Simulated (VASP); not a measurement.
Here is a VASP 6.6.1 calculation.

INCAR

```
PREC = Accurate
ENCUT = 520
EDIFF = 1E-6
ISMEAR = -1
SIGMA = 0.02
LREAL = F
LASPH = T
NELM = 80
ALGO = Normal
ISIF = 2
LWAVE = F
LCHARG = F
GGA = PE
NBANDS = 22
```

Contents of KPOINTS:

```
Automatic mesh
0
Gamma
  12 12 6
```

Contents of POSCAR:

```
NaF
1.0
    3.1775543043      0.0047663315      0.0000000000
   -1.5846493880      2.7494595837      0.0000000000
    0.0000000000      0.0000000000      5.5676310051
Na F
2 2
Direct
    0.0000000000      0.0000000000      0.0000000000
    0.0000000000      0.0000000000      0.5000000000
    0.3333333333      0.6666666667      0.2500000000
    0.6666666667      0.3333333333      0.7500000000
```

Potentials or basis: VASP PAW PBE potentials, release 64 (Na_pv, F).

Run with:

```sh
$ cat potpaw_PBE.64/Na_pv/POTCAR potpaw_PBE.64/F/POTCAR > POTCAR
$ mpirun -np 1 vasp_std > vasp.out
```

Task: What does it give for the largest force?

Result: 0.005 eV/Å.

Task: Predict the band gap on the k mesh.

Result: 6.34 eV.

Task: What does it give for the pressure?

Result: 3.5 GPa.

Forces on the atoms (eV/Å):
```
Na   0.000  0.000  0.000
Na   0.000  0.000  0.000
F    0.005  0.000  0.000
F   -0.005  0.000  0.000
```

Caveat: the cell differs from its parent crystal (shear xy strain +0.3%); the cell stands under pressure. A k mesh can miss the band edges.
